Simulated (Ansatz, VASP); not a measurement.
## Al: VASP beside Ansatz

```
Al
1.0
     2.79777    0.00000    0.00000
    -1.39889    2.42294    0.00000
     0.00000    0.00000    9.94860
Al
4
Direct
  0.00000 0.00000 0.00000
  0.33333 0.66667 0.25000
  0.00000 0.00000 0.50000
  0.66667 0.33333 0.75000
```

Alike in both runs: task single point; functional PBEsol; dispersion D3(BJ); k mesh 18 × 18 × 6; occupations gaussian, width 0.15 eV; no spin polarisation.

|  | VASP | Ansatz |
| --- | --- | --- |
| version | VASP 6.6.1 | Ansatz 0.2.0 |
| potentials or method | VASP PAW PBE potentials, release 64 (Al), cutoff 520 eV | scalar-relativistic, plane waves, PAW |
| valence electrons in the cell | 12 | 12 |

|  | VASP | Ansatz | Ansatz less VASP |
| --- | --- | --- | --- |
| gap on the k mesh at the Fermi level (eV) | none | none | - |
| pressure (GPa) | -5.0 | -5.1 | -0.08 |
| traceless stress, the component that is largest in VASP (GPa) | -3.26 | -3.24 | +0.028 |

VASP's potentials were made for PBE, not for PBEsol, and Ansatz warns of the same on its side. A gap of «none» marks a metal or a gap that the smearing closes.
